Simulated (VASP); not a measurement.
# Sn2Sb3Te (P-3m1) in VASP: single point with PBE

Aim: the single point of Sn2Sb3Te with PBE.

Everything below comes from runs of VASP 6.6.1. Logs are shortened: lines on timing, memory, paths and dates and some standing lists are left out, and cuts for length are marked.

**1. The cell of the first run**

It takes space group P-3m1 (No. 164, trigonal). The conventional cell has a = 4.408 Å, b = 4.408 Å, c = 10.757 Å, α = 90.00°, β = 90.00°, γ = 120.00°. Sn (site symmetry 3m) has 6 Sb at 3.07 to 3.10 Å within 4.0 Å. Sb (site symmetry 3m) has 3 Sn at 3.07 Å and 3 Te at 3.17 Å within 4.0 Å. Sb (site symmetry -3m) has 6 Sn at 3.10 Å within 4.1 Å. Within 4.2 Å of Te (site symmetry -3m) lie 6 Sb at 3.17 Å.

**2. Single point, PBE**

Input file INCAR:

```
PREC     = Accurate       # precision mode
ENCUT    = 520            # plane-wave cutoff, eV
EDIFF    = 1E-6           # SCF threshold, eV
ISMEAR   = 0              # smearing method
SIGMA    = 0.1            # smearing width, eV
LREAL    = F              # projectors in reciprocal space
LASPH    = T              # aspherical terms in the spheres
NELM     = 80             # most SCF steps
ALGO     = Normal         # electronic algorithm
ISIF     = 2              # what is computed and relaxed
LWAVE    = F              # write WAVECAR
LCHARG   = T              # write CHGCAR
GGA      = PE             # functional
LELF     = T              # ELF
LVHAR    = T            
NBANDS   = 34             # bands
```

Input file KPOINTS:

```
Automatic mesh
0
Gamma
  12 12 4
```

Input file POSCAR:

```
Sn2Sb3Te
1.0
    4.4084177766      0.0000000000      0.0000000000
   -2.2042088883      3.8178017850      0.0000000000
    0.0000000000      0.0000000000     10.7574184189
Sn Sb Te
2 3 1
Direct
    0.6666666667      0.3333333333      0.3352355779
    0.3333333333      0.6666666667      0.6647644221
    0.3333333333      0.6666666667      0.1756351045
    0.6666666667      0.3333333333      0.8243648955
    0.0000000000      0.0000000000      0.5000000000
    0.0000000000      0.0000000000      0.0000000000
```

Potentials or basis: VASP PAW PBE potentials, release 64 (Sn_d, Sb, Te).

The run is started by

```console
$ cat potpaw_PBE.64/Sn_d/POTCAR potpaw_PBE.64/Sb/POTCAR potpaw_PBE.64/Te/POTCAR > POTCAR
$ mpirun -np 1 vasp_std > vasp.out
```

OUTCAR:

```text
PREC = Accurate
   ENCUT = 520
   EDIFF = 1E-6
   ISMEAR = 0
   LREAL = F
   LASPH = T
   NELM = 80
   ISIF = 2
   GGA = PE

 ion  position               nearest neighbor table
   1  0.667  0.333  0.335-   3 3.07   3 3.07   3 3.07   5 3.10   5 3.10   5 3.10
   2  0.333  0.667  0.665-   4 3.07   4 3.07   4 3.07   5 3.10   5 3.10   5 3.10
   3  0.333  0.667  0.176-   1 3.07   1 3.07   1 3.07   6 3.17   6 3.17   6 3.17
   4  0.667  0.333  0.824-   2 3.07   2 3.07   2 3.07   6 3.17   6 3.17   6 3.17
   5  0.000  0.000  0.500-   1 3.10   2 3.10   2 3.10   1 3.10   1 3.10   2 3.10
   6  0.000  0.000  0.000-   3 3.17   4 3.17   3 3.17   4 3.17   4 3.17   3 3.17

  LATTYP: Found a hexagonal cell.
 ALAT       =     4.4084177766
 C/A-ratio  =     2.4401994012

  Lattice vectors:

 A1 = (   4.4084177766,   0.0000000000,   0.0000000000)
 A2 = (  -2.2042088883,   3.8178017850,   0.0000000000)
 A3 = (   0.0000000000,   0.0000000000,  10.7574184189)

Analysis of symmetry for initial positions (statically):
=====================================================================
 Subroutine PRICEL returns:
 Original cell was already a primitive cell.

 Routine SETGRP: Setting up the symmetry group for a
 hexagonal supercell.

 Subroutine GETGRP returns: Found 12 space group operations
 (whereof 12 operations were pure point group operations)
 out of a pool of 24 trial point group operations.

The static configuration has the point symmetry D_3d.

Analysis of symmetry for dynamics (positions and initial velocities):
=====================================================================
 Subroutine PRICEL returns:
 Original cell was already a primitive cell.

 Routine SETGRP: Setting up the symmetry group for a
 hexagonal supercell.

 Subroutine GETGRP returns: Found 12 space group operations
 (whereof 12 operations were pure point group operations)
 out of a pool of 24 trial point group operations.

The dynamic configuration has the point symmetry D_3d.

 Subroutine INISYM returns: Found 12 space group operations
 (whereof 12 operations are pure point group operations),
 and found     1 'primitive' translations

----------------------------------------------------------------------------------------

                                     Primitive cell

  volume of cell :     181.0524

  direct lattice vectors                    reciprocal lattice vectors
     4.408417777  0.000000000  0.000000000     0.226838755  0.130965416  0.000000000
    -2.204208888  3.817801785  0.000000000     0.000000000  0.261930833  0.000000000
     0.000000000  0.000000000 10.757418419     0.000000000  0.000000000  0.092959106

  length of vectors
     4.408417777  4.408417777 10.757418419     0.261930833  0.261930833  0.092959106

  position of ions in fractional coordinates (direct lattice)
     0.666666667  0.333333333  0.335235578
     0.333333333  0.666666667  0.664764422
     0.333333333  0.666666667  0.175635105
     0.666666667  0.333333333  0.824364895
     0.000000000  0.000000000  0.500000000
     0.000000000  0.000000000  0.000000000

  ion indices of the primitive-cell ions
   primitive index   ion index
                 1           1
                 2           2
                 3           3
                 4           4
                 5           5
                 6           6

----------------------------------------------------------------------------------------

 KPOINTS: Automatic mesh

Automatic generation of k-mesh.
 Grid dimensions read from file:
 generate k-points for:   12   12    4

 Generating k-lattice:

  Cartesian coordinates                     Fractional coordinates (reciprocal lattice)
     0.018903230  0.010913785  0.000000000     0.083333333  0.000000000  0.000000000
     0.000000000  0.021827569  0.000000000     0.000000000  0.083333333  0.000000000
     0.000000000  0.000000000  0.023239777     0.000000000  0.000000000  0.250000000

  Length of vectors
     0.021827569  0.021827569  0.023239777

  Shift w.r.t. Gamma in fractional coordinates (k-lattice)
     0.000000000  0.000000000  0.000000000

 Subroutine IBZKPT returns following result:
 ===========================================

 Found     69 irreducible k-points:

 Following reciprocal coordinates:
            Coordinates               Weight
  0.000000  0.000000  0.000000      1.000000
  0.083333 -0.000000  0.000000      6.000000
  0.166667 -0.000000  0.000000      6.000000
  0.250000 -0.000000  0.000000      6.000000
  0.333333 -0.000000  0.000000      6.000000
  0.416667  0.000000  0.000000      6.000000
[... 16 lines left out ...]
  0.166667 -0.000000  0.250000      6.000000
  0.000000  0.166667  0.250000      6.000000
 [... further k-points ...]
   k-points           NKPTS =     69   k-points in BZ     NKDIM =     69   number of bands    NBANDS=     34
   number of dos      NEDOS =    301   number of ions     NIONS =      6
   total plane-waves  NPLWV = 103680
   dimension x,y,z NGX =    36 NGY =   36 NGZ =   80
   dimension x,y,z NGXF=    72 NGYF=   72 NGZF=  160
   ions per type =               2   3   1
   NGX,Y,Z   is equivalent  to a cutoff of  13.58, 13.58, 12.36 a.u.
   NGXF,Y,Z  is equivalent  to a cutoff of  27.15, 27.15, 24.73 a.u.
 SYSTEM =  unknown system
   PREC   = accura    normal or accurate (medium, high low for compatibility)
   ISTART =      0    job   : 0-new  1-cont  2-samecut
   ICHARG =      2    charge: 1-file 2-atom 10-const
   ISPIN  =      1    spin polarized calculation?
   LNONCOLLINEAR =      F non collinear calculations
   LSORBIT =      F    spin-orbit coupling
   LASPH  =      T    aspherical Exc in radial PAW
   ENCUT  =  520.0 eV  38.22 Ry    6.18 a.u.   8.20  8.20 20.00*2*pi/ulx,y,z
   NELM   =     80;   NELMIN=  2; NELMDL= -5     # of ELM steps
   EDIFF  = 0.1E-05   stopping-criterion for ELM
   LREAL  =      F    real-space projection
   EDIFFG = 0.1E-04   stopping-criterion for IOM
   NSW    =      0    number of steps for IOM
   IBRION =     -1    ionic relax: 0-MD 1-quasi-New 2-CG
   NFREE  =      0    steps in history (QN), initial steepest desc. (CG)
   ISIF   =      2    stress and relaxation
   ISYM   =      2    0-nonsym 1-usesym 2-fastsym
   POTIM  = 0.5000    time-step for ionic-motion
   TEBEG  =    0.0;   TEEND  =   0.0 temperature during run
   PSTRESS=    0.0 pullay stress
   NELECT =      49.0000    total number of electrons
   NUPDOWN=      -1.0000    fix difference up-down
   EMIN   =  10.00;   EMAX   =-10.00  energy-range for DOS
   EFERMI =   0.00;   METHOD = LEGACY
   ISMEAR =     0;   SIGMA  =   0.10  broadening in eV -4-tet -1-fermi 0-gaus
   EFERMI_NEDOS =   21; number of points for ismear=-14 and -15
   IALGO  =     38    algorithm
   IMIX   =      4    mixing-type and parameters
     AMIX     =   0.40;   BMIX     =  1.00
     AMIX_MAG =   1.60;   BMIX_MAG =  1.00
  volume/ion in A,a.u.               =      30.18       203.63
  Fermi-wavevector in a.u.,A,eV,Ry     =   1.058942  2.001110 15.257001  1.121358
  Thomas-Fermi vector in A             =   2.194269
   LORBIT       =      0    0 simple, 1 ext, 2 COOP (PROOUT), +10 PAW based schemes
   GGA     = PE    functional components
   LHFCALC =     F    Hartree Fock is set to
   AEXX    =    0.0000 exact exchange contribution
   IVDW    =     0    specifies the selected vdW correction
   LEPSILON=     F    determine dielectric tensor
   LRPA    =     F    only Hartree local field effects (RPA)
 non-spin polarized calculation
 Gauss-broadening in eV      SIGMA  =   0.10
  energy-cutoff  :      520.00
  volume of cell :      181.05
 maximum number of plane-waves:      4907
 NGX is ok and might be reduce to    36
   NGX = 17   NGY = 17   NGZ = 41

 number of electron      48.9999986 magnetization

 Free energy of the ion-electron system (eV)
  ---------------------------------------------------
  ext. energy  EPLUGINS =         0.00000000
  ---------------------------------------------------
  free energy    TOTEN  =       -23.10038837 eV

  energy without entropy =      -23.08739971  energy(sigma->0) =      -23.09389404

 E-fermi :   6.9206     XC(G=0):  -9.6445

 val. band max:        6.9202887240   @ k =   0.3333   0.0833   0.2500
 cond. band min:       6.9480678582   @ k =   0.3333   0.2500   0.5000
 fundamental gap:      0.0277791342
 Fermi energy:         6.9205781210

 k-point     1 :       0.0000    0.0000    0.0000
  band No.  band energies     occupation
      1     -14.4666      2.00000
      2     -14.4666      2.00000
      3     -14.4631      2.00000
      4     -14.4631      2.00000
      5     -14.4458      2.00000
      6     -14.4451      2.00000
[... 26 lines left out ...]
     33      10.8061      0.00000
     34      10.8061      0.00000

 k-point     2 :       0.0833   -0.0000    0.0000
  band No.  band energies     occupation
      1     -14.4674      2.00000
      2     -14.4663      2.00000
      3     -14.4636      2.00000
      4     -14.4628      2.00000
      5     -14.4456      2.00000
      6     -14.4453      2.00000
[... 26 lines left out ...]
     33      10.6214      0.00000
     34      10.6987      0.00000

 k-point     3 :       0.1667   -0.0000    0.0000
  band No.  band energies     occupation
      1     -14.4695      2.00000
      2     -14.4656      2.00000
      3     -14.4650      2.00000
      4     -14.4619      2.00000
      5     -14.4461      2.00000
      6     -14.4443      2.00000
[... 26 lines left out ...]
     33      10.5539      0.00000
     34      11.4548      0.00000

 k-point     4 :       0.2500   -0.0000    0.0000
  band No.  band energies     occupation
      1     -14.4725      2.00000
      2     -14.4671      2.00000
      3     -14.4651      2.00000
      4     -14.4608      2.00000
      5     -14.4470      2.00000
      6     -14.4432      2.00000
[... 26 lines left out ...]
     33      11.1744      0.00000
     34      11.2453      0.00000

 k-point     5 :       0.3333   -0.0000    0.0000
  band No.  band energies     occupation
      1     -14.4755      2.00000
      2     -14.4692      2.00000
      3     -14.4649      2.00000
      4     -14.4596      2.00000
      5     -14.4478      2.00000
      6     -14.4434      2.00000
[... 621 lines left out ...]
 k-point    22 :       0.0000    0.0833    0.2500
  band No.  band energies     occupation
      1     -14.4674      2.00000
      2     -14.4663      2.00000
      3     -14.4636      2.00000
      4     -14.4628      2.00000
      5     -14.4456      2.00000
      6     -14.4452      2.00000
[... 26 lines left out ...]
     33      10.7716      0.00000
     34      10.8926      0.00000

 k-point    23 :       0.1667   -0.0000    0.2500
  band No.  band energies     occupation
      1     -14.4695      2.00000
      2     -14.4656      2.00000
      3     -14.4650      2.00000
      4     -14.4619      2.00000
      5     -14.4461      2.00000
      6     -14.4443      2.00000
[... 26 lines left out ...]
     33      10.6854      0.00000
     34      10.9172      0.00000

 k-point    24 :       0.0000    0.1667    0.2500
  band No.  band energies     occupation
      1     -14.4695      2.00000
      2     -14.4656      2.00000
      3     -14.4650      2.00000
      4     -14.4619      2.00000
      5     -14.4462      2.00000
      6     -14.4443      2.00000
[... 26 lines left out ...]
     33      11.0124      0.00000
     34      11.1179      0.00000

 [... further k-points ...]

------------------------ aborting loop because EDIFF is reached ----------------------------------------

  FORCE on cell =-STRESS in cart. coord.  units (eV):
  Direction    XX          YY          ZZ          XY          YZ          ZX
  --------------------------------------------------------------------------------------
  -------------------------------------------------------------------------------------
  Total       -0.0757805     -0.0757805     -0.0575178     -0.0000000      0.0000000      0.0000000
  in kB       -0.6706002     -0.6706002     -0.5089891     -0.0000000      0.0000000      0.0000000
  external PRESSURE =      -0.6167298 kB  Pullay stress =       0.0000000 kB

 VOLUME and BASIS-vectors are now :
 -----------------------------------------------------------------------------
  energy-cutoff  :      520.00
  volume of cell :      181.05
      direct lattice vectors                 reciprocal lattice vectors
     4.408417777  0.000000000  0.000000000     0.226838755  0.130965416  0.000000000
    -2.204208888  3.817801785  0.000000000     0.000000000  0.261930833  0.000000000
     0.000000000  0.000000000 10.757418419     0.000000000  0.000000000  0.092959106

 POSITION                                       TOTAL-FORCE (eV/Angst)
 -----------------------------------------------------------------------------------
      2.20421      1.27260      3.60627         0.000000      0.000000      0.001595
     -0.00000      2.54520      7.15115         0.000000      0.000000     -0.001595
     -0.00000      2.54520      1.88938        -0.000000     -0.000000     -0.007961
      2.20421      1.27260      8.86804        -0.000000      0.000000      0.007961
      0.00000      0.00000      5.37871        -0.000000      0.000000      0.000000
      0.00000      0.00000      0.00000        -0.000000      0.000000      0.000000
 -----------------------------------------------------------------------------------
    total drift:                                0.000000      0.000000     -0.000000

  FREE ENERGIE OF THE ION-ELECTRON SYSTEM (eV)
  ---------------------------------------------------
  free  energy   TOTEN  =       -23.1003883692 eV

  energy  without entropy=      -23.0873997083  energy(sigma->0) =      -23.09389404
```

Wall time 8.1 min (1 thread of Intel Xeon 8259CL, shared host); peak memory 0.55 GiB.

Results:

- Free energy: -23.1004 eV
- Pressure: -0.1 GPa
- Largest force: 0.008 eV/Å
- Band gap on the k mesh: zero (an odd number of electrons rules out a gap without spin polarisation)

Forces on the atoms (eV/Å):
```
Sn   0.000  0.000  0.002
Sn   0.000  0.000 -0.002
Sb   0.000  0.000 -0.008
Sb   0.000  0.000  0.008
Sb   0.000  0.000  0.000
Te   0.000  0.000  0.000
```

Caveat: spin-orbit coupling is left out, which moves the levels of the heavy elements; an odd number of electrons without spin polarisation forces a metal; a magnetic or distorted state may lie lower.

The gap in the log of VASP goes by the Fermi energy; the results here count the filled bands.